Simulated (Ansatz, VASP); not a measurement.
Y: VASP beside Ansatz

```xyz
6
Lattice="5.0632 2.5316 -2.5316 2.5316 5.0632 2.5316 5.0632 -2.5316 2.5316" Properties=species:S:1:pos:R:3 pbc="T T T"
Y     5.0632    0.0000    0.0000
Y     7.5947    2.5316    0.0000
Y     0.0000    0.0000    0.0000
Y     2.5316    2.5316    0.0000
Y     5.0632    5.0632    0.0000
Y     5.0632    2.5316    2.5316
```

Alike in both runs: functional PBE; k mesh 6 × 6 × 6; occupations gaussian, width 0.1 eV; no spin polarisation.

Ansatz relaxed the structure, and its values are those at the end. VASP's run is a single point on that final structure, the one shown.

```csv
,VASP,Ansatz
version,VASP 6.6.1,Ansatz 0.2.0
potentials or method,"VASP PAW PBE potentials, release 64 (Y_sv), cutoff 520 eV","scalar-relativistic, plane waves, PAW"
valence electrons in the cell,66,66
```

```tsv
	VASP	Ansatz	Ansatz less VASP
gap on the k mesh at the Fermi level (eV)	none	none	-
pressure (GPa)	-0.1	0.0	+0.11
```

A gap of «none» marks a metal or a gap that the smearing closes.
